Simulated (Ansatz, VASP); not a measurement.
**One calculation of InSe, two programs**

INCAR

```
PREC     = Accurate       # precision mode
ENCUT    = 520            # plane-wave cutoff, eV
EDIFF    = 1E-7           # SCF threshold, eV
ISMEAR   = -1             # smearing method
SIGMA    = 0.05           # smearing width, eV
LREAL    = False          # projectors in reciprocal space
LASPH    = True           # aspherical terms in the spheres
NELM     = 60             # most SCF steps
ALGO     = Normal         # electronic algorithm
ISIF     = 2              # what is computed and relaxed
LWAVE    = False          # write WAVECAR
LCHARG   = False          # write CHGCAR
GGA      = PE             # functional
NBANDS   = 48             # bands
```

The input KPOINTS:

```
regular mesh
0
Gamma
  6 6 2
```

File POSCAR:

```
InSe
1.0
    4.0473293151      0.0000000000      0.0000000000
   -2.0236646576      3.5050900044      0.0000000000
    0.0000000000      0.0000000000     17.8715442609
In Se
4 4
Direct
    0.3333333333      0.6666666667      0.0773904900
    0.3333333333      0.6666666667      0.9226095100
    0.0000000000      0.0000000000      0.4226063200
    0.0000000000      0.0000000000      0.5773936800
    0.3333333333      0.6666666667      0.3529842800
    0.3333333333      0.6666666667      0.6470157200
    0.6666666667      0.3333333333      0.1469999300
    0.6666666667      0.3333333333      0.8530000700
```

input.yaml

```yaml
crystal:
  lattice:
    - [4.0473293151, 0.0, 0.0]
    - [-2.0236646576, 3.5050900044, 0.0]
    - [0.0, 0.0, 17.8715442609]
  atoms:
    - { symbol: In, position: [0.3333333333, 0.6666666667, 0.07739049] }
    - { symbol: In, position: [0.3333333333, 0.6666666667, 0.92260951] }
    - { symbol: In, position: [0.0, 0.0, 0.42260632] }
    - { symbol: In, position: [0.0, 0.0, 0.57739368] }
    - { symbol: Se, position: [0.3333333333, 0.6666666667, 0.35298428] }
    - { symbol: Se, position: [0.3333333333, 0.6666666667, 0.64701572] }
    - { symbol: Se, position: [0.6666666667, 0.3333333333, 0.14699993] }
    - { symbol: Se, position: [0.6666666667, 0.3333333333, 0.85300007] }
hamiltonian:
  xc: pbe
  pseudopotentials: { kind: paw }
kpoints:
  mp_grid: { grid: [6, 6, 2] }
scf:
  occupations: { method: fermi_dirac, width: 0.05 }
output:
  forces: true
  stress: true
  eigenvalues: true
```

Alike in both runs: task single point; functional PBE; k mesh 6 × 6 × 2; occupations fermi-dirac, width 0.05 eV; no spin polarisation.

```csv
,VASP,Ansatz
version,VASP 6.6.1,Ansatz 0.2.0
potentials or method,"VASP PAW PBE potentials, release 64 (In_d, Se)",Ansatz PAW
plane-wave cutoff (eV),520,420
valence electrons in the cell,76,116
```

Ansatz gave:

* gap on the k mesh at the Fermi level (eV): 0.69
* least direct gap on the mesh (eV): 0.69
* pressure (GPa): 1.9
* traceless stress, the component that is largest in VASP (GPa): 0.33
* rms of the force components (eV/Å): 0.132

**Question.** Which values does VASP return?

**Answer.** gap on the k mesh at the Fermi level (eV): 0.68; least direct gap on the mesh (eV): 0.68; pressure (GPa): 1.9; traceless stress, the component that is largest in VASP (GPa): 0.33; rms of the force components (eV/Å): 0.138.

Atom by atom the forces differ by 0.009 eV/Å (rms over components). VASP's potentials hold 76 valence electrons a cell and Ansatz's 116, so a difference there can come from the potentials and not from the codes.
